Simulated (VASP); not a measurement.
# Pt (Fm-3m) in VASP: notebook

The runs below take Pt through single point, with PBEsol.

All numbers are computed with VASP 6.6.1; they aren't measurements. Logs are shortened: lines on timing, memory, paths and dates and some standing lists are left out, and cuts for length are marked.

## Step 1: The cell of the first run

It takes space group Fm-3m (No. 225, cubic). Conventional cell: a = 3.855 Å, b = 3.855 Å, c = 3.855 Å, α = 90.00°, β = 90.00°, γ = 90.00°. Within 3.6 Å of Pt (site symmetry m-3m) lie 12 Pt at 2.73 Å.

## Step 2: Single point, PBEsol

File INCAR:

```
SYSTEM = Pt
  ALGO = Normal
  EDIFF = 1E-6
  ENCUT = 520
  GGA = PS
  ISIF = 2
  ISMEAR = 1
  LASPH = .True.
  LCHARG = .False.
  LREAL = .False.
  LWAVE = .False.
  NBANDS = 11
  NELM = 80
  PREC = Accurate
  SIGMA = 0.05
```

File KPOINTS:

```
k-points
0
Gamma
  10 10 10
  0 0 0
```

File POSCAR:

```
Pt
1.0
    0.0000000000      1.9276579849      1.9276579849
    1.9276579849      0.0000000000      1.9276579849
    1.9276579849      1.9276579849      0.0000000000
Pt
1
Direct
    0.0000000000      0.0000000000      0.0000000000
```

Potentials or basis: VASP PAW PBE potentials, release 64 (Pt).

Started as:

```
$ cat potpaw_PBE.64/Pt/POTCAR > POTCAR
$ mpirun -np 1 vasp_std > vasp.out
```

OUTCAR:

```text
SYSTEM = Pt
   EDIFF = 1E-6
   ENCUT = 520
   GGA = PS
   ISIF = 2
   ISMEAR = 1
   LASPH = .True.
   LREAL = .False.
   NELM = 80
   PREC = Accurate

 ion  position               nearest neighbor table
   1  0.000  0.000  0.000-

  LATTYP: Found a face centered cubic cell.
 ALAT       =     3.8553159698

  Lattice vectors:

 A1 = (   0.0000000000,   1.9276579849,   1.9276579849)
 A2 = (   1.9276579849,   0.0000000000,   1.9276579849)
 A3 = (   1.9276579849,   1.9276579849,   0.0000000000)

Analysis of symmetry for initial positions (statically):
=====================================================================
 Subroutine PRICEL returns:
 Original cell was already a primitive cell.

 Routine SETGRP: Setting up the symmetry group for a
 face centered cubic supercell.

 Subroutine GETGRP returns: Found 48 space group operations
 (whereof 48 operations were pure point group operations)
 out of a pool of 48 trial point group operations.

The static configuration has the point symmetry O_h .

Analysis of symmetry for dynamics (positions and initial velocities):
=====================================================================
 Subroutine PRICEL returns:
 Original cell was already a primitive cell.

 Routine SETGRP: Setting up the symmetry group for a
 face centered cubic supercell.

 Subroutine GETGRP returns: Found 48 space group operations
 (whereof 48 operations were pure point group operations)
 out of a pool of 48 trial point group operations.

The dynamic configuration has the point symmetry O_h .

 Subroutine INISYM returns: Found 48 space group operations
 (whereof 48 operations are pure point group operations),
 and found     1 'primitive' translations

----------------------------------------------------------------------------------------

                                     Primitive cell

  volume of cell :      14.3258

  direct lattice vectors                    reciprocal lattice vectors
     0.000000000  1.927657985  1.927657985    -0.259382112  0.259382112  0.259382112
     1.927657985  0.000000000  1.927657985     0.259382112 -0.259382112  0.259382112
     1.927657985  1.927657985  0.000000000     0.259382112  0.259382112 -0.259382112

  length of vectors
     2.726120066  2.726120066  2.726120066     0.449262997  0.449262997  0.449262997

  position of ions in fractional coordinates (direct lattice)
     0.000000000  0.000000000  0.000000000

  ion indices of the primitive-cell ions
[... 75 lines left out ...]
   LREAL  =      F    real-space projection
   EDIFFG = 0.1E-04   stopping-criterion for IOM
   NSW    =      0    number of steps for IOM
   IBRION =     -1    ionic relax: 0-MD 1-quasi-New 2-CG
   NFREE  =      0    steps in history (QN), initial steepest desc. (CG)
   ISIF   =      2    stress and relaxation
   ISYM   =      2    0-nonsym 1-usesym 2-fastsym
   POTIM  = 0.5000    time-step for ionic-motion
   TEBEG  =    0.0;   TEEND  =   0.0 temperature during run
   PSTRESS=    0.0 pullay stress
   NELECT =      10.0000    total number of electrons
   NUPDOWN=      -1.0000    fix difference up-down
   EMIN   =  10.00;   EMAX   =-10.00  energy-range for DOS
   EFERMI =   0.00;   METHOD = LEGACY
   ISMEAR =     1;   SIGMA  =   0.05  broadening in eV -4-tet -1-fermi 0-gaus
   EFERMI_NEDOS =   21; number of points for ismear=-14 and -15
   IALGO  =     38    algorithm
   IMIX   =      4    mixing-type and parameters
     AMIX     =   0.40;   BMIX     =  1.00
     AMIX_MAG =   1.60;   BMIX_MAG =  1.00
  volume/ion in A,a.u.               =      14.33        96.68
  Fermi-wavevector in a.u.,A,eV,Ry     =   1.452228  2.744313 28.694233  2.108967
  Thomas-Fermi vector in A             =   2.569634
   LORBIT       =      0    0 simple, 1 ext, 2 COOP (PROOUT), +10 PAW based schemes
   GGA     = PS    functional components
   LHFCALC =     F    Hartree Fock is set to
   AEXX    =    0.0000 exact exchange contribution
   IVDW    =     0    specifies the selected vdW correction
   LEPSILON=     F    determine dielectric tensor
   LRPA    =     F    only Hartree local field effects (RPA)
 non-spin polarized calculation
 Methfessel and Paxton  Order N= 1 SIGMA  =   0.05
  energy-cutoff  :      520.00
  volume of cell :       14.33
 maximum number of plane-waves:       393
   NGX = 11   NGY = 11   NGZ = 11

 number of electron      10.0000000 magnetization

 number of electron       9.9999999 magnetization

 Free energy of the ion-electron system (eV)
  ---------------------------------------------------
  ext. energy  EPLUGINS =         0.00000000
  ---------------------------------------------------
  free energy    TOTEN  =        -6.91690155 eV

  energy without entropy =       -6.91702846  energy(sigma->0) =       -6.91694386

 E-fermi :  12.1580     XC(G=0): -13.9331

 val. band max:       12.1511118114   @ k =   0.5000   0.5000   0.0000
 cond. band min:      12.1790437219   @ k =   0.5000   0.0000   0.0000
 fundamental gap:      0.0279319105
 Fermi energy:        12.1580197920

 k-point     1 :       0.0000    0.0000    0.0000
  band No.  band energies     occupation
      1       1.2240      2.00000
      2       7.9843      2.00000
      3       7.9843      2.00000
      4       7.9843      2.00000
      5      10.3538      2.00000
      6      10.3538      2.00000
      7      26.5777      0.00000
      8      31.8290      0.00000
      9      31.8290      0.00000
     10      31.8290      0.00000
     11      37.3160      0.00000
[... 309 lines left out ...]
 k-point    24 :       0.4000    0.3000    0.0000
  band No.  band energies     occupation
      1       4.9432      2.00000
      2       5.6029      2.00000
      3       9.2283      2.00000
      4      10.6830      2.00000
      5      12.0714      2.03436
      6      12.3086     -0.00017
      7      24.4234      0.00000
      8      26.7464      0.00000
      9      27.4004      0.00000
     10      32.5735      0.00000
     11      34.7423      0.00000

 [... further k-points ...]
[... 5 lines left out ...]
  --------------------------------------------------------------------------------------
  -------------------------------------------------------------------------------------
  Total        1.3949141      1.3949141      1.3949141     -0.0000000      0.0000000     -0.0000000
  in kB      156.0048467    156.0048467    156.0048467     -0.0000000      0.0000000     -0.0000000
  external PRESSURE =     156.0048467 kB  Pullay stress =       0.0000000 kB

 VOLUME and BASIS-vectors are now :
 -----------------------------------------------------------------------------
  energy-cutoff  :      520.00
  volume of cell :       14.33
      direct lattice vectors                 reciprocal lattice vectors
     0.000000000  1.927657985  1.927657985    -0.259382112  0.259382112  0.259382112
     1.927657985  0.000000000  1.927657985     0.259382112 -0.259382112  0.259382112
     1.927657985  1.927657985  0.000000000     0.259382112  0.259382112 -0.259382112

 POSITION                                       TOTAL-FORCE (eV/Angst)
 -----------------------------------------------------------------------------------
      0.00000      0.00000      0.00000         0.000000     -0.000000      0.000000
 -----------------------------------------------------------------------------------
    total drift:                               -0.000000     -0.000000     -0.000000

  FREE ENERGIE OF THE ION-ELECTRON SYSTEM (eV)
  ---------------------------------------------------
  free  energy   TOTEN  =        -6.9169015529 eV

  energy  without entropy=       -6.9170284632  energy(sigma->0) =       -6.91694386
```

Run time: 4.5 s. Hardware: 1 thread of AMD EPYC 7R13 (Zen 3), shared host; peak memory 0.1 GiB.

Results:

- Free energy: -6.9169 eV
- Pressure: 15.6 GPa
- Band gap on the k mesh: zero (band 5 reaches 12.68 eV, above the bottom of band 6 at 10.27 eV)

Levels at points of the mesh, in eV from the Fermi level:
| k point | band 1 | band 2 | band 3 | band 4 | band 5 | band 6 | band 7 | band 8 | band 9 | band 10 |
| --- | --- | --- | --- | --- | --- | --- | --- | --- | --- | --- |
| (0.00, 0.00, 0.00) | -10.93 | -4.17 | -4.17 | -4.17 | -1.80 | -1.80 | 14.42 | 19.67 | 19.67 | 19.67 |
| (0.50, 0.00, 0.00) | -7.97 | -4.25 | -4.25 | -0.81 | 0.02 | 0.02 | 6.17 | 13.99 | 19.25 | 19.25 |
| (0.50, 0.50, 0.00) | -7.74 | -7.25 | -0.01 | 0.52 | 0.52 | 1.57 | 9.37 | 11.45 | 11.45 | 20.69 |

Caveat: the PAW data sets were made with another functional, which shifts forces and pressure a little; spin-orbit coupling is left out, which moves the levels of the heavy elements.

## Step 3: Single point, PBEsol

This run uses another cell than the first one, of 14.78 Å³/atom, 1.032 times its volume.

File INCAR:

```
  PREC = Accurate
  ENCUT = 520
  EDIFF = 1E-6
  ISMEAR = 1
  SIGMA = 0.05
  LREAL = F
  LASPH = T
  NELM = 80
  ALGO = Normal
  ISIF = 2
  LWAVE = F
  LCHARG = F
  GGA = PS
  NBANDS = 11
```

File KPOINTS:

```
Automatic mesh
0
Gamma
  10 10 10
```

File POSCAR:

```
Pt
1.0
    0.0000000000      1.9477392008      1.9477392008
    1.9477392008      0.0000000000      1.9477392008
    1.9477392008      1.9477392008      0.0000000000
Pt
1
Direct
    0.0000000000      0.0000000000      0.0000000000
```

Potentials or basis: VASP PAW PBE potentials, release 64 (Pt).

Started as:

```
$ cat potpaw_PBE.64/Pt/POTCAR > POTCAR
$ mpirun -np 1 vasp_std > vasp.out
```

It took 4.5 s on 1 thread of AMD EPYC 7R13 (Zen 3), shared host; peak memory 0.1 GiB.

The run converged. Its results:

```yaml
Free_energy: -6.9458 eV
Pressure: 4.9 GPa
Band_gap_on_the_k_mesh: zero (band 5 reaches 12.01 eV, above the bottom of band 6 at 9.73 eV)
```

Levels at points of the mesh, in eV from the Fermi level:
| k point | band 1 | band 2 | band 3 | band 4 | band 5 | band 6 | band 7 | band 8 | band 9 | band 10 |
| --- | --- | --- | --- | --- | --- | --- | --- | --- | --- | --- |
| (0.00, 0.00, 0.00) | -10.56 | -3.96 | -3.96 | -3.96 | -1.71 | -1.71 | 14.53 | 19.61 | 19.61 | 19.61 |
| (0.50, 0.00, 0.00) | -7.62 | -4.03 | -4.03 | -0.67 | 0.02 | 0.02 | 5.93 | 14.09 | 19.05 | 19.05 |
| (0.50, 0.50, 0.00) | -7.37 | -6.89 | -0.01 | 0.49 | 0.49 | 1.64 | 9.02 | 11.37 | 11.37 | 20.31 |

Caveat: the PAW data sets were made with another functional, which shifts forces and pressure a little; spin-orbit coupling is left out, which moves the levels of the heavy elements.

## Step 4: Single point, PBEsol

This run uses another cell than the first one, of 15.23 Å³/atom, 1.063 times its volume.

File INCAR:

```
SYSTEM = Pt
  ALGO = Normal
  EDIFF = 1E-6
  ENCUT = 520
  GGA = PS
  ISIF = 2
  ISMEAR = 1
  LASPH = .True.
  LCHARG = .False.
  LREAL = .False.
  LWAVE = .False.
  NBANDS = 11
  NELM = 80
  PREC = Accurate
  SIGMA = 0.05
```

File KPOINTS:

```
k-points
0
Gamma
  10 10 10
  0 0 0
```

File POSCAR:

```
Pt
1.0
    0.0000000000      1.9674146658      1.9674146658
    1.9674146658      0.0000000000      1.9674146658
    1.9674146658      1.9674146658      0.0000000000
Pt
1
Direct
    0.0000000000      0.0000000000      0.0000000000
```

Started as:

```
$ cat potpaw_PBE.64/Pt/POTCAR > POTCAR
$ mpirun -np 1 vasp_std > vasp.out
```

Run time: 6.4 s. Hardware: 1 thread of AMD EPYC 7R13 (Zen 3), shared host; peak memory 0.11 GiB.

The run converged. Its results:

```yaml
Free_energy: -6.9471 eV
Pressure: -3.9 GPa
Band_gap_on_the_k_mesh: zero (band 5 reaches 11.39 eV, above the bottom of band 6 at 9.23 eV)
```

Levels at points of the mesh, in eV from the Fermi level:
| k point | band 1 | band 2 | band 3 | band 4 | band 5 | band 6 | band 7 | band 8 | band 9 | band 10 |
| --- | --- | --- | --- | --- | --- | --- | --- | --- | --- | --- |
| (0.00, 0.00, 0.00) | -10.21 | -3.76 | -3.76 | -3.76 | -1.62 | -1.62 | 14.63 | 19.53 | 19.53 | 19.53 |
| (0.50, 0.00, 0.00) | -7.29 | -3.82 | -3.82 | -0.53 | 0.02 | 0.02 | 5.71 | 14.18 | 18.85 | 18.85 |
| (0.50, 0.50, 0.00) | -7.02 | -6.56 | 0.00 | 0.46 | 0.46 | 1.71 | 8.70 | 11.28 | 11.28 | 19.95 |

Caveat: the PAW data sets were made with another functional, which shifts forces and pressure a little; spin-orbit coupling is left out, which moves the levels of the heavy elements.

## Step 5: Summary

| cell | gap on the mesh (eV) | pressure (GPa) |
| --- | --- | --- |
| a = 2.726 Å, angles 60.0°, 1 atom | none | 15.6 |
| a = 2.755 Å, angles 60.0°, 1 atom | none | 4.9 |
| a = 2.782 Å, angles 60.0°, 1 atom | none | -3.9 |

Alike in all rows: task single point; level PBEsol; potentials or basis VASP PAW PBE potentials, release 64 (Pt); no spin polarisation; k mesh 10 × 10 × 10; cutoff (eV) 520; smearing methfessel-paxton 0.05 eV.

Caveats: the PAW data sets were made with another functional, which shifts forces and pressure a little; spin-orbit coupling is left out, which moves the levels of the heavy elements.

Absolute energies hang on the potentials; compare differences alone.
